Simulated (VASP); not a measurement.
A run of VASP 6.6.1 is set up as follows.

File INCAR:

```
PREC = Accurate
ENCUT = 520
EDIFF = 1E-6
ISMEAR = 0
SIGMA = 0.15
LREAL = False
LASPH = True
NELM = 80
ALGO = Normal
ISIF = 2
LWAVE = False
LCHARG = False
GGA = PS
NBANDS = 18
```

File KPOINTS:

```
Automatic mesh
0
Gamma
  12 12 10
```

POSCAR

```
PtSe2
1.0
    3.5750405804      0.0000000000      0.0000000000
   -1.7875202902      3.0960759622      0.0000000000
    0.0000000000      0.0000000000      4.6570400000
Pt Se
1 2
Direct
    0.0000000000      0.0000000000      0.0000000000
    0.3333333333      0.6666666667      0.2500000000
    0.6666666667      0.3333333333      0.7500000000
```

Potentials or basis: VASP PAW PBE potentials, release 64 (Pt, Se).

Command:

```sh
$ cat potpaw_PBE.64/Pt/POTCAR potpaw_PBE.64/Se/POTCAR > POTCAR
$ mpirun -np 1 vasp_std > vasp.out
```

Question: Predict the band gap on the k mesh.

Answer: Zero (band 11 reaches 9.35 eV, above the bottom of band 12 at 8.92 eV).

Question: Predict the largest force.

Answer: 3.013 eV/Å.

Stress tensor (GPa, compression positive):
```
37.28  0.00  0.00
 0.00 37.28  0.00
 0.00  0.00 25.53
```

Caveat: the cell differs from its parent crystal (strain -0.040 along x and y, -0.080 along z); the PAW data sets were made with another functional, which shifts forces and pressure a little; spin-orbit coupling is left out, which moves the levels of the heavy elements.
